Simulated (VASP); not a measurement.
Wanted: the native input for a VASP 6.6.1 run.

```yaml
Task: single point
Functional: PBEsol
Potentials_or_basis: VASP PAW PBE potentials, release 64 (Sc_sv, Al)
Cutoff: 520 eV
k_mesh: 7 × 7 × 7
Occupations: fermi-dirac, width 0.1 eV
Spin: no spin polarisation
Dipole_correction: no
Further_INCAR_settings: ALGO = Normal; EDIFF = 1e-06; NBANDS = 18
```

The structure of ScAl3 lies in POSCAR:

```
ScAl3
1.0
    4.0325595924      0.0000000000      0.0000000000
    0.0000000000      4.0325595924      0.0000000000
    0.0000000000      0.0000000000      4.0325595924
Sc Al
1 3
Direct
    0.0000000000      0.0000000000      0.0000000000
    0.5000000000      0.0000000000      0.5000000000
    0.0000000000      0.5000000000      0.5000000000
    0.5000000000      0.5000000000      0.0000000000
```

These files were run (other wordings do the same):

INCAR

```
SYSTEM = ScAl3
PREC     = Accurate       ! precision mode
ENCUT    = 520            ! plane-wave cutoff, eV
EDIFF    = 1E-6           ! SCF threshold, eV
ISMEAR   = -1             ! smearing method
SIGMA    = 0.1            ! smearing width, eV
LREAL    = .FALSE.        ! projectors in reciprocal space
LASPH    = .TRUE.         ! aspherical terms in the spheres
NELM     = 60             ! most SCF steps
ALGO     = Normal         ! electronic algorithm
ISIF     = 2              ! what is computed and relaxed
LWAVE    = .FALSE.        ! write WAVECAR
LCHARG   = .TRUE.         ! write CHGCAR
GGA      = PS             ! functional
LELF     = .TRUE.         ! ELF
LVHAR    = .TRUE.       
NBANDS   = 18             ! bands
```

KPOINTS

```
Automatic mesh
0
G
  7 7 7
  0 0 0
```

Potentials or basis: VASP PAW PBE potentials, release 64 (Sc_sv, Al).

The run is started by

```bash
$ cat potpaw_PBE.64/Sc_sv/POTCAR potpaw_PBE.64/Al/POTCAR > POTCAR
$ mpirun -np 1 vasp_std > vasp.out
```

It gave:

```json
{
 "Pressure": "2.9 GPa",
 "Band gap on the k mesh": "zero (band 10 reaches 8.58 eV, above the bottom of band 11 at 4.86 eV)"
}
```

Caveat: the PAW data sets were made with another functional, which shifts forces and pressure a little.

Run time: 12 s on 1 thread of AMD EPYC 9R45 (Zen 5) (shared host), peak memory 0.14 GiB.
